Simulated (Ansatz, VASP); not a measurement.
# Two plane-wave programs on Zr3Cd2

```
CELL_PARAMETERS angstrom
5.50174 0.00000 0.00000
0.00000 5.50174 0.00000
0.00000 0.00000 5.09074
ATOMIC_POSITIONS crystal
Zr 0.00000 0.50000 0.00000
Zr 0.50000 0.00000 0.00000
Zr 0.00000 0.00000 0.00000
Cd 0.50000 0.50000 0.50000
Cd 0.50000 0.50000 0.00000
```

Alike in both runs: task single point; functional PBEsol; k mesh 8 × 8 × 8; occupations gaussian, width 0.1 eV; no spin polarisation.

```csv
,VASP,Ansatz
version,VASP 6.6.1,Ansatz 0.2.0
potentials or method,"VASP PAW PBE potentials, release 64 (Zr_sv, Cd), cutoff 520 eV","scalar-relativistic, plane waves, PAW"
valence electrons in the cell,60,76
```

|  | VASP | Ansatz | Ansatz less VASP |
| --- | --- | --- | --- |
| gap on the k mesh at the Fermi level (eV) | none | none | - |
| pressure (GPa) | 0.3 | 0.0 | -0.25 |
| traceless stress, the component that is largest in VASP (GPa) | 0.14 | 0.00 | -0.138 |

VASP's potentials were made for PBE, not for PBEsol. A gap of «none» marks a metal or a gap that the smearing closes. VASP's potentials hold 60 valence electrons a cell and Ansatz's 76, so a difference there can come from the potentials and not from the codes.
